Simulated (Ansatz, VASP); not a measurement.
# One calculation of GaSb, two programs

```
CELL_PARAMETERS angstrom
0.00000 3.04618 3.04618
3.04618 0.00000 3.04618
3.04618 3.04618 0.00000
ATOMIC_POSITIONS crystal
Ga 0.00000 0.00000 0.00000
Sb 0.25000 0.25000 0.25000
```

Alike in both runs: functional r2SCAN; k mesh 10 × 10 × 10; occupations fermi-dirac, width 0.1 eV; no spin polarisation.

Ansatz relaxed the structure, and its values are those at the end. VASP's run is a single point on that final structure, the one shown.

|  | VASP | Ansatz |
| --- | --- | --- |
| version | VASP 6.6.1 | Ansatz 0.2.0 |
| potentials or method | VASP PAW PBE potentials, release 64 (Ga_d, Sb), cutoff 520 eV | PAW plane waves |
| valence electrons in the cell | 18 | 28 |

Ansatz gave:

* pressure (GPa): 1.1

**Question.** What did VASP give for the same quantities?

**Answer.** Pressure (GPa): 1.2.

VASP's potentials were made for PBE, not for r2SCAN. VASP's potentials hold 18 valence electrons a cell and Ansatz's 28, so a difference there can come from the potentials and not from the codes. Ansatz's warnings: stress scf threshold loose.

Neither program's run includes spin-orbit coupling.
